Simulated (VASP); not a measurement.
Here is a VASP 6.6.1 calculation.

File INCAR:

```
SYSTEM = Te3MoPt
  ALGO = Normal
  EDIFF = 1E-7
  ENCUT = 520
  GGA = PE
  ISIF = 2
  ISMEAR = 0
  ISPIN = 2
  LASPH = .TRUE.
  LCHARG = .FALSE.
  LMAXMIX = 4
  LORBIT = 11
  LREAL = .FALSE.
  LWAVE = .FALSE.
  MAGMOM = 0 0 0 1 0
  NBANDS = 33
  NELM = 150
  PREC = Accurate
  SIGMA = 0.1
```

The input KPOINTS:

```
k-points
0
G
  4 4 4
  0 0 0
```

POSCAR

```
Te3MoPt
1.0
    5.1991472258      0.0000000000      0.0000000000
    0.0000000000      5.1991472258      0.0000000000
    0.0000000000      0.0000000000      5.1991472258
Te Mo Pt
3 1 1
Direct
    0.5000000000      0.0000000000      0.5000000000
    0.0000000000      0.5000000000      0.5000000000
    0.5000000000      0.5000000000      0.0000000000
    0.0000000000      0.0000000000      0.0000000000
    0.5000000000      0.5000000000      0.5000000000
```

Potentials or basis: VASP PAW PBE potentials, release 64 (Te, Mo_sv, Pt).

The run is started by

```sh
$ cat potpaw_PBE.64/Te/POTCAR potpaw_PBE.64/Mo_sv/POTCAR potpaw_PBE.64/Pt/POTCAR > POTCAR
$ mpirun -np 1 vasp_std > vasp.out
```

(1) What does it give for the site moments?

(2) What does it give for the net moment?

(3) What does it give for the pressure?

Results:

(1) Te -0.22; Mo +3.35; Pt -0.08 μB.

(2) 2.88 μB per cell.

(3) 3.5 GPa.

Caveat: the cell stands under pressure.
